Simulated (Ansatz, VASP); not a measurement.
# GeW3: VASP beside Ansatz

INCAR

```
SYSTEM = GeW3
PREC = Accurate ; ENCUT = 600
EDIFF = 1E-6 ; ISMEAR = 0
SIGMA = 0.1 ; LREAL = .False.
LASPH = .True. ; NELM = 60
ALGO = Fast ; ISIF = 3
LWAVE = .False. ; LCHARG = .False.
GGA = PE ; IBRION = 2
NSW = 100 ; EDIFFG = -0.01
```

File KPOINTS:

```
Automatic mesh
0
Gamma
  12 12 12
  0 0 0
```

Contents of POSCAR:

```
GeW3
1.0
    0.0000000000      3.1604007771      3.1604007771
    3.1604007771      0.0000000000      3.1604007771
    3.1604007771      3.1604007771      0.0000000000
Ge W
1 3
Direct
    0.5000000000      0.5000000000      0.5000000000
    0.2500000000      0.2500000000      0.2500000000
    0.0000000000      0.0000000000      0.0000000000
    0.7500000000      0.7500000000      0.7500000000
```

Input for Ansatz:

```yaml
crystal:
  lattice:
    - [0.0, 3.1604007771, 3.1604007771]
    - [3.1604007771, 0.0, 3.1604007771]
    - [3.1604007771, 3.1604007771, 0.0]
  atoms:
    - { symbol: Ge, position: [0.5, 0.5, 0.5] }
    - { symbol: W, position: [0.25, 0.25, 0.25] }
    - { symbol: W, position: [0.0, 0.0, 0.0] }
    - { symbol: W, position: [0.75, 0.75, 0.75] }
basis:
  ecutwfc: 420
kpoints:
  mp_grid: { grid: [12, 12, 12] }
hamiltonian:
  xc: pbe
scf:
  occupations: { method: gaussian, width: 0.1 }
output:
  forces: true
  stress: true
  eigenvalues: true
  write_density: true
  write_potential: true
  elf: true
  volumetric_format: npy
relax:
  adjacent_minimum: "off"
  f_tol: 0.01
  max_steps: 80
  cell: { stress_tol: 0.05 }
```

Change from the starting cell: species swapped into the AlNi3 type (Fm-3m, No. 225).

Alike in both runs: task relaxation of cell and atoms; functional PBE; k mesh 12 × 12 × 12; occupations gaussian, width 0.1 eV; no spin polarisation.

|  | VASP | Ansatz |
| --- | --- | --- |
| version | VASP 6.6.1 | Ansatz 0.2.0 |
| potentials or method | VASP PAW PBE potentials, release 64 (Ge_d, W_sv), cutoff 600 eV | scalar-relativistic, plane waves, PAW |
| valence electrons in the cell | 56 | 56 |

|  | VASP | Ansatz | Ansatz less VASP |
| --- | --- | --- | --- |
| gap on the k mesh at the Fermi level, each at its own relaxed structure (eV) | none | none | - |
| relaxed volume (Å³/atom) | 15.81 | 15.78 | -0.031 |
| relaxed cell length with the largest relative difference (Å) | 4.472 | 4.469 | -0.0029 |

A gap of «none» marks a metal or a gap that the smearing closes.

Spin-orbit coupling is off throughout.
